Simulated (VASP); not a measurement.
# Ta8HC8 (a cell with a defect) in VASP: a series of runs

Runs on Ta8HC8 (a cell with a defect). Level: PBE. Tasks: single point.

All numbers are computed with VASP 6.6.1; they aren't measurements. Logs are shortened: lines on timing, memory, paths and dates and some standing lists are left out, and cuts for length are marked.

### Step 1. The cell of the first run

The cell holds a defect, 17 atoms: a = 6.299 Å, b = 6.299 Å, c = 6.299 Å, α = 60.00°, β = 60.00°, γ = 60.00°.

### Step 2. Single point, PBE

INCAR

```
SYSTEM = Ta8HC8
PREC = Accurate
ENCUT = 520
EDIFF = 1E-7
ISMEAR = -1
SIGMA = 0.1
LREAL = Auto
LASPH = .TRUE.
NELM = 100
ALGO = Normal
ISIF = 2
LWAVE = .FALSE.
LCHARG = .TRUE.
GGA = PE
LELF = .TRUE.
LVHAR = .TRUE.
NBANDS = 74
```

KPOINTS

```
Automatic mesh
0
G
  2 2 2
  0 0 0
```

POSCAR

```
Ta8HC8
1.0
    0.0000000000      4.4540000000      4.4540000000
    4.4540000000      0.0000000000      4.4540000000
    4.4540000000      4.4540000000      0.0000000000
Ta C H
8 8 1
Direct
    0.0163785361      0.0025482712      0.0051751235
   -0.0030983386     -0.0205433318      0.5325550067
   -0.0369667714      0.4966659183      0.0112819937
    0.0318140997      0.5158284688      0.4871351594
    0.4811180961     -0.0175572519      0.0285361473
    0.4957903009      0.0291086664      0.4592388864
    0.5116748990      0.4986977997     -0.0052761563
    0.5016052986      0.4968679838      0.4822519084
    0.2356421194      0.2450044903      0.2543219578
    0.2404355635      0.2473506960      0.7469465649
    0.2613830265      0.7312079030      0.2234171531
    0.2450606197      0.7738437360      0.7260440054
    0.7788392456      0.2260552313      0.2470700494
    0.7483273462      0.2637965873      0.7724405029
    0.7476088909      0.7314436462      0.2509092950
    0.7566120341      0.7558262236      0.7825662326
    0.6384373597      0.6880781320      0.6183879659
```

Potentials or basis: VASP PAW PBE potentials, release 64 (Ta_pv, C, H).

Launch:

```console
cat potpaw_PBE.64/Ta_pv/POTCAR potpaw_PBE.64/C/POTCAR potpaw_PBE.64/H/POTCAR > POTCAR
mpirun -np 1 vasp_std > vasp.out
```

OUTCAR:

```text
SYSTEM = Ta8HC8
   PREC = Accurate
   ENCUT = 520
   EDIFF = 1E-7
   ISMEAR = -1
   LREAL = Auto
   LASPH = .TRUE.
   NELM = 100
   ISIF = 2
   GGA = PE

 ion  position               nearest neighbor table
   1  0.016  0.003  0.005-  13 2.07  11 2.08  10 2.09  14 2.23  12 2.27  15 2.41   5 2.94   3 2.98
                             4 3.05   6 3.08   2 3.12   7 3.15   7 3.15   2 3.19   6 3.24   4 3.25
   2  0.997  0.979  0.533-  12 1.98  16 2.07  13 2.25   9 2.25  14 2.34  11 2.49   4 2.96   3 3.04
                             6 3.09   5 3.11   1 3.12   8 3.12   5 3.19   1 3.19   8 3.20   6 3.26
   3  0.963  0.497  0.011-  16 1.96  13 2.04  15 2.12  10 2.29   9 2.30  12 2.49   7 2.89   8 2.94
                             1 2.98   2 3.04   5 3.05   4 3.05   5 3.25   2 3.28   4 3.30   1 3.35
   4  0.032  0.516  0.487-  11 2.00  17 2.04  10 2.10   9 2.27  15 2.34  14 2.39  16 2.39   8 2.89
                             2 2.96   6 3.01   1 3.05   3 3.05   7 3.07   7 3.24   1 3.25   3 3.30
   5  0.481  0.982  0.029-  11 2.12  16 2.12   9 2.18  15 2.18  10 2.33  14 2.45   6 2.92   1 2.94
                             8 2.96   3 3.05   7 3.06   2 3.11   2 3.19   7 3.25   3 3.25   8 3.34
   6  0.496  0.029  0.459-  17 1.80   9 2.08  13 2.16  12 2.26  10 2.26  15 2.27  16 2.61   5 2.92
                             7 2.94   4 3.01   8 3.04   1 3.08   2 3.09   1 3.24   2 3.26   8 3.26
   7  0.512  0.499  0.995-  17 1.98  14 2.04  11 2.06  16 2.25  13 2.32   9 2.36  12 2.38   3 2.89
                             6 2.94   8 3.03   5 3.06   4 3.07   1 3.15   1 3.15   4 3.24   5 3.25
   8  0.502  0.497  0.482-  15 2.14  11 2.23  13 2.26  10 2.28  12 2.32  14 2.41   4 2.89   3 2.94
                             5 2.96   7 3.03   6 3.04   2 3.12   2 3.20   6 3.26   7 3.27   5 3.34
   9  0.236  0.245  0.254-   6 2.08   5 2.18   2 2.25   4 2.27   3 2.30   7 2.36
  10  0.240  0.247  0.747-   1 2.09   4 2.10   6 2.26   8 2.28   3 2.29   5 2.33
  11  0.261  0.731  0.223-   4 2.00   7 2.06   1 2.08   5 2.12   8 2.23   2 2.49
  12  0.245  0.774  0.726-   2 1.98   6 2.26   1 2.27   8 2.32   7 2.38   3 2.49
  13  0.779  0.226  0.247-   3 2.04   1 2.07   6 2.16   2 2.25   8 2.26   7 2.32
  14  0.748  0.264  0.772-   7 2.04   1 2.23   2 2.34   4 2.39   8 2.41   5 2.45
  15  0.748  0.731  0.251-   3 2.12   8 2.14   5 2.18   6 2.27   4 2.34   1 2.41
  16  0.757  0.756  0.783-   3 1.96   2 2.07   5 2.12   7 2.25   4 2.39   6 2.61
  17  0.638  0.688  0.618-   6 1.80   7 1.98   4 2.04

  LATTYP: Found a face centered cubic cell.
 ALAT       =     8.9080000000

  Lattice vectors:

 A1 = (   0.0000000000,   4.4540000000,   4.4540000000)
 A2 = (   4.4540000000,   0.0000000000,   4.4540000000)
 A3 = (   4.4540000000,   4.4540000000,   0.0000000000)

Analysis of symmetry for initial positions (statically):
=====================================================================
 Subroutine PRICEL returns:
 Original cell was already a primitive cell.

 Routine SETGRP: Setting up the symmetry group for a
 face centered cubic supercell.

 Subroutine GETGRP returns: Found  1 space group operations
 (whereof  1 operations were pure point group operations)
 out of a pool of 48 trial point group operations.

The static configuration has the point symmetry C_1 .

Analysis of symmetry for dynamics (positions and initial velocities):
=====================================================================
 Subroutine PRICEL returns:
 Original cell was already a primitive cell.

 Routine SETGRP: Setting up the symmetry group for a
 face centered cubic supercell.

 Subroutine GETGRP returns: Found  1 space group operations
 (whereof  1 operations were pure point group operations)
 out of a pool of 48 trial point group operations.

The dynamic configuration has the point symmetry C_1 .

 Subroutine INISYM returns: Found  1 space group operations
 (whereof  1 operations are pure point group operations),
 and found     1 'primitive' translations

----------------------------------------------------------------------------------------

[... 40 lines left out ...]
   TEBEG  =    0.0;   TEEND  =   0.0 temperature during run
   PSTRESS=    0.0 pullay stress
   NELECT =     121.0000    total number of electrons
   NUPDOWN=      -1.0000    fix difference up-down
   EMIN   =  10.00;   EMAX   =-10.00  energy-range for DOS
   EFERMI =   0.00;   METHOD = LEGACY
   ISMEAR =    -1;   SIGMA  =   0.10  broadening in eV -4-tet -1-fermi 0-gaus
   EFERMI_NEDOS =   21; number of points for ismear=-14 and -15
   IALGO  =     38    algorithm
   IMIX   =      4    mixing-type and parameters
     AMIX     =   0.40;   BMIX     =  1.00
     AMIX_MAG =   1.60;   BMIX_MAG =  1.00
  volume/ion in A,a.u.               =      10.40        70.15
  Fermi-wavevector in a.u.,A,eV,Ry     =   1.442923  2.726729 28.327684  2.082026
  Thomas-Fermi vector in A             =   2.561388
   LORBIT       =      0    0 simple, 1 ext, 2 COOP (PROOUT), +10 PAW based schemes
   GGA     = PE    functional components
   LHFCALC =     F    Hartree Fock is set to
   AEXX    =    0.0000 exact exchange contribution
   IVDW    =     0    specifies the selected vdW correction
   LEPSILON=     F    determine dielectric tensor
   LRPA    =     F    only Hartree local field effects (RPA)
 non-spin polarized calculation
  energy-cutoff  :      520.00
  volume of cell :      176.72
 maximum number of plane-waves:      4800
 NGX is ok and might be reduce to    48
   NGX = 23   NGY = 23   NGZ = 23

 number of electron     121.0000002 magnetization

 Free energy of the ion-electron system (eV)
  ---------------------------------------------------
  ext. energy  EPLUGINS =         0.00000000
  ---------------------------------------------------
  free energy    TOTEN  =      -174.48738432 eV

  energy without entropy =     -174.33414872  energy(sigma->0) =     -174.41076652

 E-fermi :   8.3481     XC(G=0): -13.2239

 val. band max:        8.3163727264   @ k =   0.0000   0.0000   0.5000
 cond. band min:       8.3575598852   @ k =   0.5000   0.5000   0.5000
 fundamental gap:      0.0411871588
 Fermi energy:         8.3480780071

 k-point     1 :       0.0000    0.0000    0.0000
  band No.  band energies     occupation
      1     -27.4209      2.00000
      2     -27.3403      2.00000
      3     -27.3053      2.00000
      4     -27.2883      2.00000
      5     -27.2564      2.00000
      6     -27.2201      2.00000
[... 589 lines left out ...]
     71      10.9816      0.00000
     72      11.2427      0.00000
 [bands above 72 left out]

------------------------ aborting loop because EDIFF is reached ----------------------------------------

  FORCE on cell =-STRESS in cart. coord.  units (eV):
  Direction    XX          YY          ZZ          XY          YZ          ZX
  --------------------------------------------------------------------------------------
  -------------------------------------------------------------------------------------
  Total       20.3992809     27.4473548     25.7323969      0.1721629     -0.2300370      0.0617510
  in kB      184.9459421    248.8458744    233.2975565      1.5608804     -2.0855838      0.5598526
  external PRESSURE =     222.3631243 kB  Pullay stress =       0.0000000 kB

 VOLUME and BASIS-vectors are now :
 -----------------------------------------------------------------------------
  energy-cutoff  :      520.00
  volume of cell :      176.72
      direct lattice vectors                 reciprocal lattice vectors
     0.000000000  4.454000000  4.454000000    -0.112258644  0.112258644  0.112258644
     4.454000000  0.000000000  4.454000000     0.112258644 -0.112258644  0.112258644
     4.454000000  4.454000000  0.000000000     0.112258644  0.112258644 -0.112258644

 POSITION                                       TOTAL-FORCE (eV/Angst)
 -----------------------------------------------------------------------------------
      0.03440      0.09600      0.08430        -1.259901     -2.171741     -1.887064
      6.73450      6.81220      8.80270         0.464451     -2.166575      1.585999
      2.26240      4.33960      6.50150        -0.717402      3.934216      2.127977
      4.46720      2.31140      2.43920        -0.242834     -2.037613     -4.230748
      4.50290      2.27000      6.51870         0.318993     -0.984746      1.851479
      2.17510      4.25370      2.33790         0.497184      2.102664     -0.217260
[... 9 lines left out ...]
      6.85200      6.85550      6.73640        -1.624151     -3.552749     -0.160918
      5.81900      5.59790      5.90830        -0.266695      0.931899     -0.398780
 -----------------------------------------------------------------------------------
    total drift:                                0.002416     -0.001984      0.004451

  FREE ENERGIE OF THE ION-ELECTRON SYSTEM (eV)
  ---------------------------------------------------
  free  energy   TOTEN  =      -174.4873843197 eV

  energy  without entropy=     -174.3341487167  energy(sigma->0) =     -174.41076652
```

Wall time 2.7 min (1 thread of Intel Xeon 6975P-C (Granite Rapids), shared host); peak memory 0.36 GiB.

What came out:

```yaml
Free_energy: -174.4874 eV
Pressure: 22.2 GPa
Largest_force: 4.702 eV/Å
Band_gap_on_the_k_mesh: zero (an odd number of electrons rules out a gap without spin polarisation)
```

Forces on the atoms (eV/Å):
```
Ta  -1.260 -2.172 -1.887
Ta   0.464 -2.167  1.586
Ta  -0.717  3.934  2.128
Ta  -0.243 -2.038 -4.231
Ta   0.319 -0.985  1.851
Ta   0.497  2.103 -0.217
Ta  -1.718 -1.061 -0.195
Ta   0.325  1.016 -0.928
C    0.536 -0.190  1.294
C    0.125  1.398  1.490
C    3.610  1.761  1.460
C   -0.046  2.957 -1.157
C    2.252 -1.074 -1.539
C   -3.414 -1.007 -0.831
C    1.159  0.144  1.734
C   -1.624 -3.553 -0.161
H   -0.267  0.932 -0.399
```

Levels at points of the mesh, in eV from the Fermi level:
| k point | band 58 | band 59 | band 60 | band 61 | band 62 | band 63 | band 64 | band 65 |
| --- | --- | --- | --- | --- | --- | --- | --- | --- |
| (0.00, 0.00, 0.00) | -1.08 | -0.81 | -0.75 | -0.65 | -0.49 | 0.43 | 0.77 | 1.70 |
| (0.50, 0.00, 0.00) | -1.12 | -0.83 | -0.69 | -0.32 | -0.14 | 0.34 | 0.43 | 0.63 |
| (0.00, 0.50, 0.00) | -1.23 | -0.96 | -0.71 | -0.52 | -0.13 | 0.37 | 0.39 | 0.57 |
| (0.00, 0.00, 0.50) | -1.01 | -0.82 | -0.51 | -0.26 | -0.03 | 0.06 | 0.43 | 0.66 |
| (0.50, 0.50, 0.50) | -0.93 | -0.71 | -0.42 | -0.30 | 0.01 | 0.40 | 0.86 | 0.87 |
| (0.50, 0.50, 0.00) | -2.09 | -0.09 | 0.38 | 0.50 | 0.77 | 0.87 | 1.15 | 1.62 |
| (0.00, 0.50, 0.50) | -2.03 | 0.39 | 0.57 | 0.90 | 1.02 | 1.24 | 1.32 | 1.69 |
| (0.50, 0.00, 0.50) | -2.21 | 0.09 | 0.47 | 0.71 | 0.93 | 1.04 | 1.23 | 1.33 |

Caveat: the k points lie up to 0.61 Å⁻¹ apart, too coarse for converged energies and pressures of a metal; spin-orbit coupling is left out, which moves the levels of the heavy elements.

### Step 3. Single point, PBE

INCAR

```
SYSTEM = Ta8HC8
  PREC = Accurate
  ENCUT = 520
  EDIFF = 1E-6
  ISMEAR = -1
  SIGMA = 0.1
  LREAL = Auto
  LASPH = .True.
  NELM = 60
  ALGO = Normal
  ISIF = 2
  LWAVE = .False.
  LCHARG = .False.
  GGA = PE
  NBANDS = 74
```

KPOINTS

```
regular mesh
0
Gamma
  2 2 2
  0 0 0
```

POSCAR

```
Ta8HC8
1.0
    0.0000000000      4.4540000000      4.4540000000
    4.4540000000      0.0000000000      4.4540000000
    4.4540000000      4.4540000000      0.0000000000
Ta C H
8 8 1
Direct
    0.0178042209      0.0014818141      0.0004490346
   -0.0097328244     -0.0216546924      0.5529748541
   -0.0387853615      0.4899528514      0.0242141895
    0.0310170633      0.5153457566      0.4834193983
    0.4788729232     -0.0111360575      0.0297709924
    0.4951953300      0.0381679389      0.4463403682
    0.5233273462      0.4945217782     -0.0258643916
    0.5058486753      0.4901549169      0.4890323305
    0.2289627301      0.2832510103      0.2305568029
    0.2575662326      0.2545801527      0.7575213291
    0.2296924113      0.7664009879      0.2783677593
    0.2265042658      0.7363156713      0.7853053435
    0.7487539291      0.2572631343      0.2342725640
    0.7391894926      0.2333969466      0.7734283790
    0.7721598563      0.7718006286      0.2323080377
    0.7263134261      0.7650875617      0.7161876965
    0.7081050741      0.4283116300      0.6706106870
```

Potentials or basis: VASP PAW PBE potentials, release 64 (Ta_pv, C, H).

Launch:

```console
cat potpaw_PBE.64/Ta_pv/POTCAR potpaw_PBE.64/C/POTCAR potpaw_PBE.64/H/POTCAR > POTCAR
mpirun -np 1 vasp_std > vasp.out
```

Run time: 2.6 min. Hardware: 1 thread of Intel Xeon 6975P-C (Granite Rapids), shared host; peak memory 0.35 GiB.

Results (log left out):

| Quantity | Value |
| --- | --- |
| Free energy | -174.7188 eV |
| Pressure | 21.6 GPa |
| Largest force | 4.225 eV/Å |
| Band gap on the k mesh | zero (an odd number of electrons rules out a gap without spin polarisation) |

Forces on the atoms (eV/Å):
```
Ta  -0.010 -0.198  0.138
Ta  -0.852 -1.843  0.132
Ta   0.253  0.120  3.743
Ta   0.157 -0.435 -0.940
Ta  -0.697 -0.845  0.896
Ta   1.505  2.433 -0.662
Ta   3.334 -1.307 -0.959
Ta   1.421 -1.132 -0.152
C   -0.647  1.629 -1.312
C   -0.858 -0.978 -0.382
C   -2.222  0.170  1.140
C   -1.418 -0.649  1.933
C    0.536  1.118 -2.230
C   -2.868  2.333 -2.044
C   -0.205 -0.266 -3.048
C    1.434  2.349  0.558
H    1.138 -2.500  3.188
```

Stress tensor (GPa, compression positive):
```
20.04  1.67  0.29
 1.67 17.91 -0.38
 0.29 -0.38 26.90
```

Levels at points of the mesh, in eV from the Fermi level:
```
           k point  band 58  band 59  band 60  band 61  band 62  band 63  band 64  band 65
(0.00, 0.00, 0.00)    -1.06    -0.98    -0.90    -0.64    -0.46     0.45     0.89     1.86
(0.50, 0.00, 0.00)    -1.11    -0.68    -0.51    -0.37    -0.11     0.32     0.40     0.68
(0.00, 0.50, 0.00)    -1.07    -0.68    -0.52    -0.37    -0.18     0.15     0.59     0.64
(0.00, 0.00, 0.50)    -1.05    -0.81    -0.76    -0.34    -0.21     0.29     0.46     0.68
(0.50, 0.50, 0.50)    -1.10    -0.80    -0.43    -0.28     0.09     0.09     0.48     0.72
(0.50, 0.50, 0.00)    -1.98    -0.05     0.49     0.71     0.91     1.15     1.33     1.64
(0.00, 0.50, 0.50)    -2.09     0.28     0.48     0.81     1.02     1.13     1.32     1.54
(0.50, 0.00, 0.50)    -1.94     0.31     0.39     0.80     0.93     0.99     1.17     1.31
```

Caveat: the k points lie up to 0.61 Å⁻¹ apart, too coarse for converged energies and pressures of a metal; spin-orbit coupling is left out, which moves the levels of the heavy elements.

### Step 4. Single point, PBE

INCAR

```
SYSTEM = Ta8HC8
PREC = Accurate
ENCUT = 520
EDIFF = 1E-6
ISMEAR = -1
SIGMA = 0.1
LREAL = Auto
LASPH = .TRUE.
NELM = 60
ALGO = Normal
ISIF = 2
LWAVE = .FALSE.
LCHARG = .FALSE.
GGA = PE
NBANDS = 74
```

KPOINTS

```
regular mesh
0
G
  2 2 2
  0 0 0
```

POSCAR

```
Ta8HC8
1.0
    0.0000000000      4.4540000000      4.4540000000
    4.4540000000      0.0000000000      4.4540000000
    4.4540000000      4.4540000000      0.0000000000
Ta C H
8 8 1
Direct
    0.0210260440     -0.0146722048      0.0153906601
   -0.0139762012      0.0173888639      0.5357094746
    0.0036484059      0.4852828918      0.0279860799
    0.0087786260      0.5076560395      0.4792321509
    0.4953973956      0.0035024697      0.0069151325
    0.5003255501      0.0234059273      0.4604063763
    0.4982487652      0.4867085766     -0.0123484508
    0.4887516839      0.4936686125      0.4843286933
    0.2509092950      0.2192299057      0.2757409070
    0.2686910642      0.2344521778      0.7287269870
    0.2348226313      0.7544454423      0.2643017512
    0.2374943871      0.7234171531      0.7768522676
    0.7409968568      0.2682532555      0.2365738662
    0.7626515492      0.2572631343      0.7485518635
    0.7172653794      0.7515267176      0.2743825775
    0.7409968568      0.7520880108      0.7533228559
    0.6601818590      0.6184665469      0.5552424787
```

Launch:

```console
cat potpaw_PBE.64/Ta_pv/POTCAR potpaw_PBE.64/C/POTCAR potpaw_PBE.64/H/POTCAR > POTCAR
mpirun -np 1 vasp_std > vasp.out
```

Wall time 2.5 min (1 thread of Intel Xeon 6975P-C (Granite Rapids), shared host); peak memory 0.35 GiB.

Results (log left out):

- Free energy: -175.2949 eV
- Pressure: 18.9 GPa
- Largest force: 4.909 eV/Å
- Band gap on the k mesh: zero (an odd number of electrons rules out a gap without spin polarisation)

Forces on the atoms (eV/Å):
```
Ta   0.440 -1.847 -0.150
Ta  -2.476 -0.058 -2.568
Ta  -0.562 -1.524 -0.664
Ta   1.071  1.873 -0.146
Ta  -1.758 -0.530 -0.604
Ta   2.069  4.437 -0.372
Ta   0.937  0.086  1.139
Ta   1.141  0.082 -0.912
C    0.407 -4.046  1.954
C    2.349  0.223 -0.721
C   -0.781  0.587  1.210
C    0.325 -1.506  2.153
C   -0.915  1.584 -0.810
C    0.095 -0.090 -1.830
C   -2.951  0.640  1.913
C    0.025  0.683  0.583
H    0.585 -0.593 -0.177
```

Stress tensor (GPa, compression positive):
```
19.23 -1.67  1.20
-1.67 20.93  2.71
 1.20  2.71 16.44
```

Levels at points of the mesh, in eV from the Fermi level:
```csv
k point,band 59,band 60,band 61,band 62,band 63,band 64,band 65,band 66
"(0.00, 0.00, 0.00)",-1.20,-0.96,-0.55,-0.38,0.43,0.69,1.81,1.96
"(0.50, 0.00, 0.00)",-0.63,-0.27,-0.26,-0.04,-0.01,0.42,0.62,0.84
"(0.00, 0.50, 0.00)",-0.80,-0.54,-0.19,-0.11,0.07,0.63,0.71,0.84
"(0.00, 0.00, 0.50)",-0.90,-0.43,-0.33,-0.03,0.09,0.56,0.63,0.75
"(0.50, 0.50, 0.50)",-0.91,-0.84,-0.45,-0.06,0.19,0.41,0.53,1.01
"(0.50, 0.50, 0.00)",0.36,0.55,0.75,0.87,1.18,1.34,1.44,1.62
"(0.00, 0.50, 0.50)",0.30,0.47,0.72,0.77,1.03,1.21,1.34,1.56
"(0.50, 0.00, 0.50)",0.07,0.46,0.58,0.88,1.09,1.28,1.50,1.66
```

Caveat: the k points lie up to 0.61 Å⁻¹ apart, too coarse for converged energies and pressures of a metal; the atoms stand as in a frame of molecular dynamics; spin-orbit coupling is left out, which moves the levels of the heavy elements.

### Step 5. The runs side by side

```csv
cell,gap on the mesh (eV),pressure (GPa),largest force (eV/Å)
"as given, atomic positions A",none,22.2,4.70
"as given, atomic positions B",none,21.6,4.22
"as given, atomic positions C",none,18.9,4.91
```

Alike in all rows: task single point; level PBE; potentials or basis VASP PAW PBE potentials, release 64 (Ta_pv, C, H); no spin polarisation; k mesh 2 × 2 × 2; cutoff (eV) 520; smearing fermi-dirac 0.1 eV.

Caveats: all runs use coarse meshes; spin-orbit coupling is left out, which moves the levels of the heavy elements; the atoms stand as in a frame of molecular dynamics (at least some runs).

Absolute energies hang on the potentials; compare differences alone.
